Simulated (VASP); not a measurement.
**ZrN: single point with r2SCAN**

The system is ZrN.

```
CELL_PARAMETERS angstrom
0.00000 2.30000 2.30000
2.30000 0.00000 2.30000
2.30000 2.30000 0.00000
ATOMIC_POSITIONS crystal
Zr 0.50000 0.50000 0.50000
N 0.00000 0.00000 0.00000
```

```yaml
Program: VASP 6.6.1
Task: single point
Functional: r2SCAN
Potentials_or_basis: VASP PAW PBE potentials, release 64 (Zr_sv, N)
Cutoff: 660 eV
k_mesh: 9 × 9 × 9
Occupations: methfessel-paxton, width 0.15 eV
Spin: no spin polarisation
Dipole_correction: no
Further_INCAR_settings: ALGO = Normal; EDIFF = 1e-06; NBANDS = 16
```

```json
{
  "Pressure": "-2.0 GPa",
  "Band gap on the k mesh": "zero (an odd number of electrons rules out a gap without spin polarisation)"
}
```

Levels at points of the mesh, in eV from the Fermi level:
```tsv
k point	band 5	band 6	band 7	band 8	band 9	band 10	band 11	band 12	band 13	band 14
(0.00, 0.00, 0.00)	-17.37	-2.99	-2.99	-2.99	-0.36	-0.36	-0.36	1.66	1.66	3.16
```

Run time: 63 s on 1 thread of Intel(R) Xeon(R) Platinum 8488C (Sapphire Rapids) (shared host), peak memory 0.17 GiB.

Caveat: the PAW data sets were made with another functional, which shifts forces and pressure a little.
